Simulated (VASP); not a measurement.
Here is a VASP 6.6.1 calculation.

Contents of POSCAR:

```
BaTiO3
1.0
    3.9569605170      0.0000000000      0.0000000000
    0.0000000000      3.9569605170      0.0000000000
    0.0000000000      0.0000000000      4.5590448451
Ba Ti O
1 1 3
Direct
    0.0000000000      0.0000000000     -0.0381724525
    0.5000000000      0.5000000000      0.4573217495
    0.5000000000      0.5000000000      0.0681664656
    0.5000000000      0.0000000000      0.5278421186
    0.0000000000      0.5000000000      0.5278421186
```

Contents of INCAR.step1:

```
SYSTEM = BaTiO3
PREC = Accurate
ENCUT = 520
ISMEAR = 0
SIGMA = 0.02
LREAL = .False.
LASPH = .True.
NELM = 80
NBANDS = 28
GGA = PE
ALGO = Normal
EDIFF = 1E-4
LWAVE = .True.
LCHARG = .False.
```

Contents of INCAR.step2:

```
SYSTEM = BaTiO3
PREC = Accurate
ENCUT = 520
EDIFF = 1E-6
ISMEAR = 0
SIGMA = 0.02
LREAL = .False.
LASPH = .True.
NELM = 80
ALGO = Normal
ISIF = 2
LWAVE = .False.
LCHARG = .True.
METAGGA = R2SCAN
LMIXTAU = .True.
LELF = .True.
LVHAR = .True.
NBANDS = 28
ISTART = 1
```

File KPOINTS:

```
Automatic mesh
0
Gamma
  8 8 8
  0 0 0
```

Potentials or basis: VASP PAW PBE potentials, release 64 (Ba_sv, Ti_sv, O).

The run is started by

```bash
$ cat potpaw_PBE.64/Ba_sv/POTCAR potpaw_PBE.64/Ti_sv/POTCAR potpaw_PBE.64/O/POTCAR > POTCAR
$ cp INCAR.step1 INCAR
$ mpirun -np 1 vasp_std > vasp.out
$ cp INCAR.step2 INCAR
$ mpirun -np 1 vasp_std > vasp.out
```

Task: Predict the largest force.

Result: 0.194 eV/Å.

Task: What does it give for the pressure?

Result: -4.5 GPa.

Task: Estimate the band gap on the k mesh.

Result: 2.21 eV, indirect (least direct gap 2.97 eV).

Stress tensor (GPa, compression positive):
```
-4.58  0.00  0.00
 0.00 -4.58  0.00
 0.00  0.00 -4.21
```

Caveat: the PAW data sets were made with another functional, which shifts forces and pressure a little; spin-orbit coupling is left out, which moves the levels of the heavy elements. A k mesh can miss the band edges.
